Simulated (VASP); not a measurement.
# GdN (P6_3/mmc) in VASP: single point with PBE

Aim: the single point of GdN with PBE.

Everything below comes from runs of VASP 6.6.1. Logs are shortened: lines on timing, memory, paths and dates and some standing lists are left out, and cuts for length are marked.

### Step 1. The cell of the first run

The structure is hexagonal, space group P6_3/mmc (No. 194). Conventional cell: a = 4.082 Å, b = 4.082 Å, c = 5.015 Å, α = 90.00°, β = 90.00°, γ = 120.00°. Within 3.1 Å of Gd (site symmetry -6m2) lie 5 N at 2.36 to 2.51 Å. Within 3.1 Å of N (site symmetry -6m2) lie 5 Gd at 2.36 to 2.51 Å.

### Step 2. Single point, PBE, collinear spin, antiferromagnetic start

Input file INCAR:

```
SYSTEM = GdN
  PREC = Accurate
  ENCUT = 520
  EDIFF = 1E-6
  ISMEAR = 0
  SIGMA = 0.1
  LREAL = .FALSE.
  LASPH = .TRUE.
  NELM = 150
  ALGO = Normal
  ISIF = 2
  LWAVE = .FALSE.
  LCHARG = .TRUE.
  ISPIN = 2
  MAGMOM = 7.48 7.48 -7.48 -7.48 0 0 0 0
  LORBIT = 11
  LMAXMIX = 6
  GGA = PE
  LELF = .TRUE.
  LVHAR = .TRUE.
  NBANDS = 60
```

Input file KPOINTS:

```
Automatic mesh
0
G
  4 4 2
  0 0 0
```

Input file POSCAR:

```
GdN
1.0
   -2.0408232322      3.5348094697      0.0000000000
    0.0000000000      0.0000000000      5.0154130389
    6.1224695965      3.5348095274      0.0000000000
Gd N
4 4
Direct
    0.0000000000      0.5000000000      0.3333333333
    0.5000000000      0.5000000000      0.8333333333
    0.5000000000      1.0000000000      0.1666666667
    1.0000000000      1.0000000000      0.6666666667
    0.0000000000      1.0000000000      0.3333333333
    0.5000000000      0.0000000000      0.8333333333
    0.5000000000      0.5000000000      0.1666666667
    1.0000000000      0.5000000000      0.6666666667
```

Potentials or basis: VASP PAW PBE potentials, release 64 (Gd, N).

The run is started by

```sh
cat potpaw_PBE.64/Gd/POTCAR potpaw_PBE.64/N/POTCAR > POTCAR
mpirun -np 1 vasp_std > vasp.out
```

OUTCAR:

```text
SYSTEM = GdN
   PREC = Accurate
   ENCUT = 520
   EDIFF = 1E-6
   ISMEAR = 0
   LREAL = .FALSE.
   LASPH = .TRUE.
   NELM = 150
   ISIF = 2
   ISPIN = 2
   LORBIT = 11
   GGA = PE

 ion  position               nearest neighbor table
   1  0.000  0.500  0.333-   7 2.36   7 2.36   8 2.36   5 2.51   5 2.51   3 3.44   3 3.44   3 3.44
                             3 3.44   4 3.44   4 3.44
   2  0.500  0.500  0.833-   8 2.36   8 2.36   7 2.36   6 2.51   6 2.51   4 3.44   4 3.44   4 3.44
                             4 3.44   3 3.44   3 3.44
   3  0.500  0.000  0.167-   5 2.36   5 2.36   6 2.36   7 2.51   7 2.51   1 3.44   1 3.44   1 3.44
                             1 3.44   2 3.44   2 3.44
   4  0.000  0.000  0.667-   6 2.36   6 2.36   5 2.36   8 2.51   8 2.51   2 3.44   2 3.44   2 3.44
                             2 3.44   1 3.44   1 3.44
   5  0.000  0.000  0.333-   3 2.36   3 2.36   4 2.36   1 2.51   1 2.51
   6  0.500  0.000  0.833-   4 2.36   4 2.36   3 2.36   2 2.51   2 2.51
   7  0.500  0.500  0.167-   1 2.36   1 2.36   2 2.36   3 2.51   3 2.51
   8  0.000  0.500  0.667-   2 2.36   2 2.36   1 2.36   4 2.51   4 2.51

  LATTYP: Found a simple orthorhombic cell.
 ALAT       =     4.0816464144
 B/A-ratio  =     1.2287720517
 C/A-ratio  =     1.7320508075

  Lattice vectors:

 A1 = (  -2.0408232322,   3.5348094697,   0.0000000000)
 A2 = (   0.0000000000,   0.0000000000,   5.0154130389)
 A3 = (   6.1224695965,   3.5348095274,   0.0000000000)

Analysis of symmetry for initial positions (statically):
=====================================================================
 Subroutine PRICEL returns following result:

  LATTYP: Found a hexagonal cell.
 ALAT       =     4.0816464144
 C/A-ratio  =     1.2287720517
[... 12 lines left out ...]
 Subroutine GETGRP returns: Found  8 space group operations
 (whereof  4 operations were pure point group operations)
 out of a pool of  8 trial point group operations.

The static configuration has the point symmetry C_2v.
 The point group associated with its full space group is D_2h.

Analysis of symmetry for dynamics (positions and initial velocities):
=====================================================================
 Subroutine PRICEL returns following result:

  LATTYP: Found a hexagonal cell.
 ALAT       =     4.0816464144
 C/A-ratio  =     1.2287720517
[... 12 lines left out ...]
 Subroutine GETGRP returns: Found  8 space group operations
 (whereof  4 operations were pure point group operations)
 out of a pool of  8 trial point group operations.

[... 170 lines left out ...]
  free energy    TOTEN  =       -92.21653787 eV

  energy without entropy =      -92.21653787  energy(sigma->0) =      -92.21653787

 E-fermi :   3.0096     XC(G=0): -10.5290

 val. band max:        2.5879535614   @ k =   0.0000   0.0000   0.0000
 cond. band min:       3.4554179514   @ k =   0.2500   0.0000  -0.0000
 fundamental gap:      0.8674643900
 Fermi energy:         3.0096052140

 spin component 1

 k-point     1 :       0.0000    0.0000    0.0000
  band No.  band energies     occupation
      1     -40.7687      1.00000
      2     -40.7568      1.00000
      3     -37.6654      1.00000
      4     -37.6518      1.00000
      5     -18.5132      1.00000
      6     -18.3489      1.00000
[... 1087 lines left out ...]
     57       5.0514      0.00000
     58       5.0514      0.00000
 Fermi energy:         3.0096052140

 spin component 2

 k-point     1 :       0.0000    0.0000    0.0000
  band No.  band energies     occupation
      1     -40.7687      1.00000
      2     -40.7568      1.00000
      3     -37.6654      1.00000
      4     -37.6518      1.00000
      5     -18.5132      1.00000
      6     -18.3489      1.00000
[... 1087 lines left out ...]
     57       5.0514      0.00000
     58       5.0514      0.00000
 [bands above 58 left out]

------------------------ aborting loop because EDIFF is reached ----------------------------------------

  FORCE on cell =-STRESS in cart. coord.  units (eV):
  Direction    XX          YY          ZZ          XY          YZ          ZX
  --------------------------------------------------------------------------------------
  -------------------------------------------------------------------------------------
  Total        0.1873991      0.1430383      0.0722639      0.0384176      0.0000000     -0.0000000
  in kB        2.0746269      1.5835248      0.8000067      0.4253069      0.0000000     -0.0000000
  external PRESSURE =       1.4860528 kB  Pullay stress =       0.0000000 kB

 VOLUME and BASIS-vectors are now :
 -----------------------------------------------------------------------------
  energy-cutoff  :      520.00
  volume of cell :      144.72
      direct lattice vectors                 reciprocal lattice vectors
    -2.040823232  3.534809470  0.000000000    -0.122499588  0.212175508  0.000000000
     0.000000000  0.000000000  5.015413039     0.000000000  0.000000000  0.199385373
     6.122469597  3.534809527  0.000000000     0.122499586  0.070725170  0.000000000

 POSITION                                       TOTAL-FORCE (eV/Angst)
 -----------------------------------------------------------------------------------
      2.04082      1.17827      2.50771         0.006560      0.003787      0.000000
      4.08165      4.71308      2.50771         0.006560      0.003787      0.000000
     -0.00000      2.35654      0.00000        -0.006560     -0.003787      0.000000
      4.08165      2.35654      0.00000        -0.006560     -0.003787      0.000000
      2.04082      1.17827      0.00000         0.003822      0.002206      0.000000
      4.08165      4.71308      0.00000         0.003822      0.002206     -0.000000
     -0.00000      2.35654      2.50771        -0.003822     -0.002206      0.000000
      4.08165      2.35654      2.50771        -0.003822     -0.002206      0.000000
 -----------------------------------------------------------------------------------
    total drift:                                0.000000      0.000000      0.000000

  FREE ENERGIE OF THE ION-ELECTRON SYSTEM (eV)
  ---------------------------------------------------
  free  energy   TOTEN  =       -92.2165378735 eV

  energy  without entropy=      -92.2165378734  energy(sigma->0) =      -92.21653787

 total charge

# of ion       s       p       d       f       tot
--------------------------------------------------
    1        2.037   5.654   0.548   7.006  15.246
    2        2.037   5.654   0.548   7.006  15.246
    3        2.037   5.654   0.548   7.006  15.246
    4        2.037   5.654   0.548   7.006  15.246
    5        1.253   2.402   0.000   0.000   3.655
    6        1.253   2.402   0.000   0.000   3.655
    7        1.253   2.402   0.000   0.000   3.655
    8        1.253   2.402   0.000   0.000   3.655
--------------------------------------------------
tot         13.161  32.223   2.193  28.024  75.601

 magnetization (x)

# of ion       s       p       d       f       tot
--------------------------------------------------
    1       -0.003  -0.083   0.048   6.807   6.768
    2       -0.003  -0.083   0.048   6.807   6.768
    3        0.003   0.083  -0.048  -6.807  -6.768
    4        0.003   0.083  -0.048  -6.807  -6.768
    5        0.003   0.018   0.000   0.000   0.022
    6        0.003   0.018   0.000   0.000   0.022
    7       -0.003  -0.018   0.000   0.000  -0.022
    8       -0.003  -0.018   0.000   0.000  -0.022
--------------------------------------------------
tot          0.000   0.000   0.000   0.000   0.000
```

OSZICAR:

```text
N       E                     dE             d eps       ncg     rms          rms(c)
DAV:   1     0.126436149450E+04    0.12644E+04   -0.23522E+04  5988   0.761E+03
DAV:   2     0.453422447178E+03   -0.81094E+03   -0.72802E+03  7024   0.139E+03
DAV:   3     0.628402532910E+02   -0.39058E+03   -0.35196E+03  6868   0.434E+02
[... 12 lines left out ...]
DAV:  70    -0.922165288128E+02   -0.27891E-04   -0.30323E-04  7256   0.100E-01    0.440E-01
DAV:  71    -0.922165342567E+02   -0.54439E-05   -0.64766E-05  6736   0.649E-02    0.407E-01
DAV:  72    -0.922165346438E+02   -0.38705E-06   -0.13318E-05  5804   0.718E-02    0.273E-01
DAV:  73    -0.922165366518E+02   -0.20080E-05   -0.20957E-05  5656   0.374E-02    0.212E-01
DAV:  74    -0.922165377816E+02   -0.11299E-05   -0.63821E-06  5272   0.256E-02    0.195E-01
DAV:  75    -0.922165378735E+02   -0.91823E-07   -0.31744E-06  4616   0.209E-02
   1 F= -.92216538E+02 E0= -.92216538E+02  d E =-.417296E-10  mag=     0.0000
```

Run time: 39 min. Hardware: 1 thread of Intel Xeon Platinum 8488C (Sapphire Rapids), shared host; peak memory 0.43 GiB.

What came out:

| Quantity | Value |
| --- | --- |
| Free energy | -92.2165 eV |
| Pressure | 0.1 GPa |
| Largest force | 0.008 eV/Å |
| Band gap on the k mesh | 0.87 eV |
| Net moment | 0.00 μB per cell |
| Site moments | Gd +6.77, -6.77 (each value once); N +0.02, -0.02 (each value once) μB |
| Valence electrons inside the program's atomic spheres | Gd 15.25; N 3.65 |

Forces on the atoms (eV/Å):
```
Gd   0.007  0.004  0.000
Gd   0.007  0.004  0.000
Gd  -0.007 -0.004  0.000
Gd  -0.007 -0.004  0.000
N    0.004  0.002  0.000
N    0.004  0.002  0.000
N   -0.004 -0.002  0.000
N   -0.004 -0.002  0.000
```

Stress tensor (GPa, compression positive):
```
0.21 0.04 0.00
0.04 0.16 0.00
0.00 0.00 0.08
```

Caveat: the k points lie up to 0.44 Å⁻¹ apart; the antiferromagnetic order is the one typed at the start, and another may lie lower; spin-orbit coupling is left out, which moves the levels of the heavy elements; semilocal functionals describe open f shells poorly, which spoils levels, moments and volumes.
